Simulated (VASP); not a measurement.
**AlNi: single point with BLYP+D4**

AlNi:

```
Ni Al
1.0
     2.85252    0.00000    0.00000
     0.00000    2.85252    0.00000
     0.00000    0.00000    2.85252
Ni Al
1 1
Direct
  0.50000 0.50000 0.50000
  0.00000 0.00000 0.00000
```

```json
{"Program": "VASP 6.6.1", "Task": "single point", "Functional": "BLYP", "Dispersion": "D4", "Potentials or basis": "VASP PAW PBE potentials, release 64 (Ni, Al)", "Cutoff": "520 eV", "k mesh": "9 × 9 × 9", "Occupations": "fermi-dirac, width 0.05 eV", "Spin": "collinear spin, ferromagnetic start", "Starting moments": "[1.0, 0.0] μB", "Dipole correction": "no", "Further INCAR settings": "ALGO = Normal; EDIFF = 1e-07; NBANDS = 18"}
```

```
Pressure                                              : 0.4 GPa
Net moment                                            : 0.00 μB per cell
Valence electrons inside the program's atomic spheres : Ni 9.57; Al 0.81
Dispersion energy per atom                            : -0.876 eV
```

Levels at points of the mesh, in eV from the Fermi level:
Spin up:
```tsv
k point	band 3	band 4	band 5	band 6	band 7	band 8	band 9	band 10
(0.00, 0.00, 0.00)	-3.39	-1.67	-1.67	-1.67	5.61	5.61	5.61	8.40
```
Spin down:
```tsv
k point	band 3	band 4	band 5	band 6	band 7	band 8	band 9	band 10
(0.00, 0.00, 0.00)	-3.39	-1.67	-1.67	-1.67	5.61	5.61	5.61	8.40
```

Wall time 19 s on 1 thread of Intel(R) Xeon(R) 6975P-C (Granite Rapids), with other jobs on the host, peak memory 0.16 GiB.

Caveat: the PAW data sets were made with another functional, which shifts forces and pressure a little; pairwise dispersion overbinds metals, which lowers pressure and volume.
